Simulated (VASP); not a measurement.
# HfNbTe4 (P4/mmm) in VASP: a series of runs

Runs on HfNbTe4. Level: PBE. Tasks: relaxation of cell and atoms, single point.

Program: VASP 6.6.1. These are calculated values, not measurements. Logs are shortened: lines on timing, memory, paths and dates and some standing lists are left out, and cuts for length are marked.

## (1) The cell of the first run

The structure is tetragonal, space group P4/mmm (No. 123). Conventional cell: a = 5.152 Å, b = 5.152 Å, c = 7.320 Å, α = 90.00°, β = 90.00°, γ = 90.00°. Within 4.1 Å of Hf (site symmetry 4/mmm) lie 8 Te at 3.13 Å. Within 4.2 Å of Nb (site symmetry 4/mmm) lie 8 Te at 3.19 Å. Te (site symmetry 2mm) has 2 Hf at 3.13 Å and 2 Nb at 3.19 Å and 6 Te at 3.54 to 3.78 Å within 4.1 Å.

The cell was built from a structure type or drawn by symmetry, and may not be a known phase.

## (2) Relaxation of cell and atoms, PBE

File INCAR:

```
SYSTEM = HfNbTe4
PREC     = Accurate       ! precision mode
ENCUT    = 600            ! plane-wave cutoff, eV
EDIFF    = 1E-6           ! SCF threshold, eV
ISMEAR   = 0              ! smearing method
SIGMA    = 0.1            ! smearing width, eV
LREAL    = .False.        ! projectors in reciprocal space
LASPH    = .True.         ! aspherical terms in the spheres
NELM     = 100            ! most SCF steps
ALGO     = Normal         ! electronic algorithm
ISIF     = 3              ! what is computed and relaxed
LWAVE    = .False.        ! write WAVECAR
LCHARG   = .False.        ! write CHGCAR
GGA      = PE             ! functional
IBRION   = 2              ! ionic algorithm
NSW      = 90             ! ionic steps
EDIFFG   = -0.04          ! ionic threshold
```

File KPOINTS:

```
regular mesh
0
Gamma
  4 4 4
  0 0 0
```

File POSCAR:

```
HfNbTe4
1.0
    5.1517578100      0.0000000000      0.0000000000
    0.0000000000      5.1517578100      0.0000000000
    0.0000000000      0.0000000000      7.3198950200
Hf Nb Te
1 1 4
Direct
    0.0000000000      0.0000000000      0.5000000000
    0.5000000000      0.5000000000      0.0000000000
    0.0000000000      0.5000000000      0.2579450000
    0.5000000000      0.0000000000      0.2579450000
    0.0000000000      0.5000000000      0.7420550000
    0.5000000000      0.0000000000      0.7420550000
```

Potentials or basis: VASP PAW PBE potentials, release 64 (Hf_pv, Nb_sv, Te).

Started as:

```
$ cat potpaw_PBE.64/Hf_pv/POTCAR potpaw_PBE.64/Nb_sv/POTCAR potpaw_PBE.64/Te/POTCAR > POTCAR
$ mpirun -np 1 vasp_std > vasp.out
```

OUTCAR:

```text
SYSTEM = HfNbTe4
   PREC = Accurate
   ENCUT = 600
   EDIFF = 1E-6
   ISMEAR = 0
   LREAL = .False.
   LASPH = .True.
   NELM = 100
   ISIF = 3
   GGA = PE
   IBRION = 2
   NSW = 90
   EDIFFG = -0.04

 ion  position               nearest neighbor table
   1  0.000  0.000  0.500-   3 3.13   4 3.13   5 3.13   6 3.13   3 3.13   5 3.13   4 3.13   6 3.13

   2  0.500  0.500  0.000-   3 3.19   4 3.19   5 3.19   6 3.19   4 3.19   6 3.19   3 3.19   5 3.19

   3  0.000  0.500  0.258-   1 3.13   1 3.13   2 3.19   2 3.19   5 3.54   4 3.64   4 3.64   4 3.64
                             4 3.64
   4  0.500  0.000  0.258-   1 3.13   1 3.13   2 3.19   2 3.19   6 3.54   3 3.64   3 3.64   3 3.64
                             3 3.64
   5  0.000  0.500  0.742-   1 3.13   1 3.13   2 3.19   2 3.19   3 3.54   6 3.64   6 3.64   6 3.64
                             6 3.64
   6  0.500  0.000  0.742-   1 3.13   1 3.13   2 3.19   2 3.19   4 3.54   5 3.64   5 3.64   5 3.64
                             5 3.64

  LATTYP: Found a simple tetragonal cell.
 ALAT       =     5.1517578100
 C/A-ratio  =     1.4208538697

  Lattice vectors:

 A1 = (   5.1517578100,   0.0000000000,   0.0000000000)
 A2 = (   0.0000000000,   5.1517578100,   0.0000000000)
 A3 = (   0.0000000000,   0.0000000000,   7.3198950200)

Analysis of symmetry for initial positions (statically):
=====================================================================
 Subroutine PRICEL returns:
 Original cell was already a primitive cell.

 Routine SETGRP: Setting up the symmetry group for a
 simple tetragonal supercell.

 Subroutine GETGRP returns: Found 16 space group operations
 (whereof 16 operations were pure point group operations)
 out of a pool of 16 trial point group operations.

The static configuration has the point symmetry D_4h.

Analysis of symmetry for dynamics (positions and initial velocities):
=====================================================================
 Subroutine PRICEL returns:
 Original cell was already a primitive cell.

 Routine SETGRP: Setting up the symmetry group for a
 simple tetragonal supercell.

 Subroutine GETGRP returns: Found 16 space group operations
 (whereof 16 operations were pure point group operations)
 out of a pool of 16 trial point group operations.

The dynamic configuration has the point symmetry D_4h.

 Subroutine INISYM returns: Found 16 space group operations
 (whereof 16 operations are pure point group operations),
 and found     1 'primitive' translations

----------------------------------------------------------------------------------------

                                     Primitive cell

  volume of cell :     194.2745

  direct lattice vectors                    reciprocal lattice vectors
     5.151757810  0.000000000  0.000000000     0.194108504  0.000000000  0.000000000
     0.000000000  5.151757810  0.000000000     0.000000000  0.194108504  0.000000000
     0.000000000  0.000000000  7.319895020     0.000000000  0.000000000  0.136613981

  length of vectors
     5.151757810  5.151757810  7.319895020     0.194108504  0.194108504  0.136613981

  position of ions in fractional coordinates (direct lattice)
     0.000000000  0.000000000  0.500000000
     0.500000000  0.500000000  0.000000000
     0.000000000  0.500000000  0.257945000
     0.500000000  0.000000000  0.257945000
     0.000000000  0.500000000  0.742055000
     0.500000000  0.000000000  0.742055000

  ion indices of the primitive-cell ions
   primitive index   ion index
                 1           1
                 2           2
                 3           3
                 4           4
                 5           5
                 6           6

----------------------------------------------------------------------------------------

 KPOINTS: regular mesh

Automatic generation of k-mesh.
 Grid dimensions read from file:
 generate k-points for:    4    4    4

 Generating k-lattice:

  Cartesian coordinates                     Fractional coordinates (reciprocal lattice)
     0.048527126  0.000000000  0.000000000     0.250000000  0.000000000  0.000000000
     0.000000000  0.048527126  0.000000000     0.000000000  0.250000000  0.000000000
     0.000000000  0.000000000  0.034153495     0.000000000  0.000000000  0.250000000

  Length of vectors
     0.048527126  0.048527126  0.034153495

  Shift w.r.t. Gamma in fractional coordinates (k-lattice)
     0.000000000  0.000000000  0.000000000

 Subroutine IBZKPT returns following result:
 ===========================================

 Found     18 irreducible k-points:

 Following reciprocal coordinates:
            Coordinates               Weight
  0.000000  0.000000  0.000000      1.000000
  0.250000  0.000000  0.000000      4.000000
  0.500000  0.000000  0.000000      2.000000
  0.250000  0.250000  0.000000      4.000000
  0.500000  0.250000  0.000000      4.000000
  0.500000  0.500000  0.000000      1.000000
[... 10 lines left out ...]
  0.500000  0.250000  0.500000      4.000000
  0.500000  0.500000  0.500000      1.000000
   k-points           NKPTS =     18   k-points in BZ     NKDIM =     18   number of bands    NBANDS=     28
   number of dos      NEDOS =    301   number of ions     NIONS =      6
   total plane-waves  NPLWV = 105840
   dimension x,y,z NGX =    42 NGY =   42 NGZ =   60
   dimension x,y,z NGXF=    84 NGYF=   84 NGZF=  120
   ions per type =               1   1   4
   NGX,Y,Z   is equivalent  to a cutoff of  13.55, 13.55, 13.63 a.u.
   NGXF,Y,Z  is equivalent  to a cutoff of  27.11, 27.11, 27.25 a.u.
 SYSTEM =  HfNbTe4
   PREC   = accura    normal or accurate (medium, high low for compatibility)
   ISTART =      0    job   : 0-new  1-cont  2-samecut
   ICHARG =      2    charge: 1-file 2-atom 10-const
   ISPIN  =      1    spin polarized calculation?
   LNONCOLLINEAR =      F non collinear calculations
   LSORBIT =      F    spin-orbit coupling
   LASPH  =      T    aspherical Exc in radial PAW
   ENCUT  =  600.0 eV  44.10 Ry    6.64 a.u.  10.29 10.29 14.62*2*pi/ulx,y,z
   NELM   =    100;   NELMIN=  2; NELMDL= -5     # of ELM steps
   EDIFF  = 0.1E-05   stopping-criterion for ELM
   LREAL  =      F    real-space projection
   EDIFFG = -.4E-01   stopping-criterion for IOM
   NSW    =     90    number of steps for IOM
   IBRION =      2    ionic relax: 0-MD 1-quasi-New 2-CG
   NFREE  =      1    steps in history (QN), initial steepest desc. (CG)
   ISIF   =      3    stress and relaxation
   ISYM   =      2    0-nonsym 1-usesym 2-fastsym
   POTIM  = 0.5000    time-step for ionic-motion
   TEBEG  =    0.0;   TEEND  =   0.0 temperature during run
   PSTRESS=    0.0 pullay stress
   NELECT =      47.0000    total number of electrons
   NUPDOWN=      -1.0000    fix difference up-down
   EMIN   =  10.00;   EMAX   =-10.00  energy-range for DOS
   EFERMI =   0.00;   METHOD = LEGACY
   ISMEAR =     0;   SIGMA  =   0.10  broadening in eV -4-tet -1-fermi 0-gaus
   EFERMI_NEDOS =   21; number of points for ismear=-14 and -15
   IALGO  =     38    algorithm
   IMIX   =      4    mixing-type and parameters
     AMIX     =   0.40;   BMIX     =  1.00
     AMIX_MAG =   1.60;   BMIX_MAG =  1.00
  volume/ion in A,a.u.               =      32.38       218.50
  Fermi-wavevector in a.u.,A,eV,Ry     =   1.020083  1.927677 14.157807  1.040569
  Thomas-Fermi vector in A             =   2.153633
   LORBIT       =      0    0 simple, 1 ext, 2 COOP (PROOUT), +10 PAW based schemes
   GGA     = PE    functional components
   LHFCALC =     F    Hartree Fock is set to
   AEXX    =    0.0000 exact exchange contribution
   IVDW    =     0    specifies the selected vdW correction
   LEPSILON=     F    determine dielectric tensor
   LRPA    =     F    only Hartree local field effects (RPA)
 conjugate gradient relaxation of ions
 non-spin polarized calculation
 Gauss-broadening in eV      SIGMA  =   0.10
  energy-cutoff  :      600.00
  volume of cell :      194.27
 maximum number of plane-waves:      6516
 NGX is ok and might be reduce to    42
   NGX = 21   NGY = 21   NGZ = 29

--------------------------------------- Ionic step        1  -------------------------------------------

 number of electron      47.0000000 magnetization

 Free energy of the ion-electron system (eV)
  ---------------------------------------------------
  ext. energy  EPLUGINS =         0.00000000
  ---------------------------------------------------
  free energy    TOTEN  =       -33.15871037 eV

  energy without entropy =      -33.11104232  energy(sigma->0) =      -33.13487634

------------------------ aborting loop because EDIFF is reached ----------------------------------------

  FORCE on cell =-STRESS in cart. coord.  units (eV):
  Direction    XX          YY          ZZ          XY          YZ          ZX
  --------------------------------------------------------------------------------------
  -------------------------------------------------------------------------------------
  Total       -7.7947159     -7.7947159     -8.6948199      0.0000000      0.0000000      0.0000000
  in kB      -64.2828529    -64.2828529    -71.7059913      0.0000000      0.0000000      0.0000000
  external PRESSURE =     -66.7572324 kB  Pullay stress =       0.0000000 kB
[... 25 lines left out ...]
  energy  without entropy=      -33.1110423157  energy(sigma->0) =      -33.13487634

--------------------------------------- Ionic step        2  -------------------------------------------

 number of electron      47.0000001 magnetization

 E-fermi :   7.8517     XC(G=0): -10.1612

 val. band max:        7.8513406258   @ k =   0.5000   0.0000   0.5000
 cond. band min:       7.8710649485   @ k =   0.5000   0.2500   0.0000
 fundamental gap:      0.0197243227
 Fermi energy:         7.8516834048

 k-point     1 :       0.0000    0.0000    0.0000
  band No.  band energies     occupation
      1     -47.5071      2.00000
      2     -23.7811      2.00000
      3     -23.7811      2.00000
      4     -23.7608      2.00000
      5     -23.5992      2.00000
      6     -23.5654      2.00000
[... 784 lines left out ...]
  energy  without entropy=      -33.8326329136  energy(sigma->0) =      -33.85493253

--------------------------------------- Ionic step        8  -------------------------------------------

 number of electron      46.9999998 magnetization

 Free energy of the ion-electron system (eV)
  ---------------------------------------------------
  ext. energy  EPLUGINS =         0.00000000
  ---------------------------------------------------
  free energy    TOTEN  =       -33.87823004 eV

  energy without entropy =      -33.83352517  energy(sigma->0) =      -33.85587760

 E-fermi :   6.9771     XC(G=0):  -9.8260

 val. band max:        6.9671441877   @ k =   0.2500   0.2500   0.2500
 cond. band min:       6.9819896958   @ k =   0.2500   0.2500   0.5000
 fundamental gap:      0.0148455081
 Fermi energy:         6.9770972078

 k-point     1 :       0.0000    0.0000    0.0000
  band No.  band energies     occupation
      1     -48.4960      2.00000
      2     -24.9776      2.00000
      3     -24.9776      2.00000
      4     -24.9492      2.00000
      5     -24.5509      2.00000
      6     -24.5420      2.00000
[... 580 lines left out ...]
  FREE ENERGIE OF THE ION-ELECTRON SYSTEM (eV)
  ---------------------------------------------------
  free  energy   TOTEN  =       -33.8782300367 eV

  energy  without entropy=      -33.8335251696  energy(sigma->0) =      -33.85587760

 reached required accuracy - stopping structural energy minimisation
```

Wall time 11 min (1 thread of Intel Xeon Platinum 8488C (Sapphire Rapids), shared host); peak memory 0.42 GiB.

What came out:

```
Free energy                           : -33.8782 eV
Relaxed volume                        : 28.48 Å³/atom
Relaxed cell                          : a = 4.957 Å, b = 4.957 Å, c = 6.953 Å, α = 90.00°, β = 90.00°, γ = 90.00°
Space group after relaxing (to 0.1 Å) : P4/mmm (No. 123)
Energy gained by relaxing             : 119.9 meV/atom
Ionic steps                           : 8
Pressure after relaxing               : -0.1 GPa
Largest force after relaxing          : 0.013 eV/Å
Band gap on the k mesh                : zero (an odd number of electrons rules out a gap without spin polarisation)
```

Forces on the atoms (eV/Å):
```
Hf   0.000  0.000  0.000
Nb   0.000  0.000  0.000
Te   0.000  0.000 -0.013
Te   0.000  0.000 -0.013
Te   0.000  0.000  0.013
Te   0.000  0.000  0.013
```

The path:
| step | energy change (eV) | largest force (eV/Å) | pressure (GPa) | volume (Å³) |
| --- | --- | --- | --- | --- |
| 1 | 0.0000 | 0.6629 | -6.68 | 194.27 |
| 2 | -0.3938 | 0.8337 | 6.25 | 158.75 |
| 3 | -0.5875 | 0.7938 | 0.43 | 170.43 |
| 4 | -0.6807 | 0.4366 | 0.36 | 170.07 |
| 5 | -0.7172 | 0.0025 | 0.41 | 169.65 |
| 6 | -0.7173 | 0.0209 | 0.41 | 169.67 |
| 7 | -0.7185 | 0.0075 | -0.42 | 171.70 |
| 8 | -0.7195 | 0.0127 | -0.10 | 170.87 |

Final structure:
```cif
data_structure
_symmetry_space_group_name_H-M 'P 1'
_symmetry_Int_Tables_number 1
_cell_length_a 4.9574
_cell_length_b 4.9574
_cell_length_c 6.9529
_cell_angle_alpha 90.000
_cell_angle_beta 90.000
_cell_angle_gamma 90.000
_cell_volume 170.87
loop_
_atom_site_label
_atom_site_type_symbol
_atom_site_fract_x
_atom_site_fract_y
_atom_site_fract_z
_atom_site_occupancy
Hf1 Hf 0.00000 0.00000 0.50000 1
Nb1 Nb 0.50000 0.50000 0.00000 1
Te1 Te 0.00000 0.50000 0.24364 1
Te2 Te 0.50000 0.00000 0.24364 1
Te3 Te 0.00000 0.50000 0.75636 1
Te4 Te 0.50000 0.00000 0.75636 1
```

Caveat: spin-orbit coupling is left out, which moves the levels of the heavy elements.

## (3) Single point, PBE, collinear spin

This run uses another cell than the first one, of 28.52 Å³/atom.

File INCAR:

```
PREC = Accurate
ENCUT = 520
EDIFF = 1E-7
ISMEAR = 0
SIGMA = 0.1
LREAL = False
LASPH = True
NELM = 150
ALGO = Normal
ISIF = 2
LWAVE = False
LCHARG = False
ISPIN = 2
MAGMOM = 0 1 0 0 0 0
LORBIT = 11
LMAXMIX = 4
GGA = PE
NBANDS = 36
```

File KPOINTS:

```
regular mesh
0
Gamma
  4 4 4
```

File POSCAR:

```
HfNbTe4
1.0
    4.9538770553      0.0000000000      0.0000000000
    0.0000000000      4.9538770553      0.0000000000
    0.0000000000      0.0000000000      6.9733324882
Hf Nb Te
1 1 4
Direct
    0.0000000000      0.0000000000      0.5000000000
    0.5000000000      0.5000000000      0.0000000000
    0.0000000000      0.5000000000      0.2432698895
    0.5000000000      0.0000000000      0.2432698895
    0.0000000000      0.5000000000      0.7567301105
    0.5000000000      0.0000000000      0.7567301105
```

Potentials or basis: VASP PAW PBE potentials, release 64 (Hf_pv, Nb_sv, Te).

Started as:

```
$ cat potpaw_PBE.64/Hf_pv/POTCAR potpaw_PBE.64/Nb_sv/POTCAR potpaw_PBE.64/Te/POTCAR > POTCAR
$ mpirun -np 1 vasp_std > vasp.out
```

It took 4.3 min on 1 thread of Intel Xeon Platinum 8488C (Sapphire Rapids), shared host; peak memory 0.45 GiB.

Results (log left out):

* Free energy: -34.1265 eV
* Pressure: 0.4 GPa
* Largest force: 0.119 eV/Å
* Net moment: 1.72 μB per cell
* Site moments: Hf +0.09; Nb +1.19; Te -0.03 μB
* Valence electrons inside the program's atomic spheres: Hf 8.01; Nb 10.54; Te 3.41

Forces on the atoms (eV/Å):
```
Hf   0.000  0.000  0.000
Nb   0.000  0.000  0.000
Te   0.000  0.000  0.119
Te   0.000  0.000  0.119
Te   0.000  0.000 -0.119
Te   0.000  0.000 -0.119
```

Stress tensor (GPa, compression positive):
```
0.25 0.00 0.00
0.00 0.25 0.00
0.00 0.00 0.54
```

Levels at points of the mesh, in eV from the Fermi level:
Spin up:
```csv
k point,band 23,band 24,band 25,band 26,band 27,band 28
"(0.00, 0.00, 0.00)",-0.12,-0.06,-0.02,0.73,1.59,1.69
"(0.50, 0.00, 0.00)",-0.49,-0.43,0.17,0.62,1.20,1.52
"(0.50, 0.50, 0.00)",-0.70,0.25,0.73,1.61,1.66,1.67
"(0.00, 0.00, 0.50)",-0.52,-0.52,-0.33,0.19,0.62,2.42
"(0.50, 0.00, 0.50)",-2.15,-0.45,-0.30,0.38,0.50,1.49
"(0.50, 0.50, 0.50)",0.03,0.59,1.09,1.15,1.30,1.52
```
Spin down:
```tsv
k point	band 20	band 21	band 22	band 23	band 24	band 25	band 26	band 27
(0.00, 0.00, 0.00)	-0.17	-0.10	-0.10	-0.02	0.42	0.51	1.18	1.66
(0.50, 0.00, 0.00)	-1.72	-1.60	-0.48	-0.38	0.68	0.73	1.31	1.44
(0.50, 0.50, 0.00)	-1.11	-1.08	-0.33	0.00	1.17	1.26	1.60	1.61
(0.00, 0.00, 0.50)	-0.51	-0.51	-0.46	-0.46	0.31	0.67	0.84	0.86
(0.50, 0.00, 0.50)	-2.31	-2.30	-2.19	-2.14	0.61	0.68	0.81	0.86
(0.50, 0.50, 0.50)	-1.21	-0.97	0.64	0.98	1.14	1.18	1.25	1.32
```

Caveat: spin-orbit coupling is left out, which moves the levels of the heavy elements.

(Continued in part 2 of 2.)
